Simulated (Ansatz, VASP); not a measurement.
**Two plane-wave programs on Si3N4**

```
Si N
1.0
     0.00000    3.89462    3.89462
     3.89462    0.00000    3.89462
     3.89462    3.89462    0.00000
Si N
6 8
Direct
  0.12500 0.12500 0.62500
  0.12500 0.62500 0.12500
  0.62500 0.12500 0.12500
  0.12500 0.12500 0.12500
  0.75000 0.75000 0.75000
  0.50000 0.50000 0.50000
  0.36754 0.36754 0.36754
  0.35263 0.88246 0.88246
  0.88246 0.88246 0.35263
  0.88246 0.35263 0.88246
  0.36754 0.36754 0.89737
  0.36754 0.89737 0.36754
  0.88246 0.88246 0.88246
  0.89737 0.36754 0.36754
```

Alike in both runs: functional PBE; k mesh 6 × 6 × 6; occupations gaussian, width 0.02 eV; no spin polarisation.

Ansatz relaxed the structure, and its values are those at the end. VASP's run is a single point on that final structure, the one shown.

|  | VASP | Ansatz |
| --- | --- | --- |
| version | VASP 6.6.1 | Ansatz 0.2.0 |
| potentials or method | VASP PAW PBE potentials, release 64 (Si, N), cutoff 520 eV | scalar-relativistic, plane waves, PAW |
| valence electrons in the cell | 64 | 64 |

```csv
,VASP,Ansatz,Ansatz less VASP
gap on the k mesh at the Fermi level (eV),3.33,3.34,+0.011
least direct gap on the mesh (eV),3.37,3.38,+0.011
pressure (GPa),-0.2,0.0,+0.19
rms of the force components (eV/Å),0.003,0.000,-0.0030
```
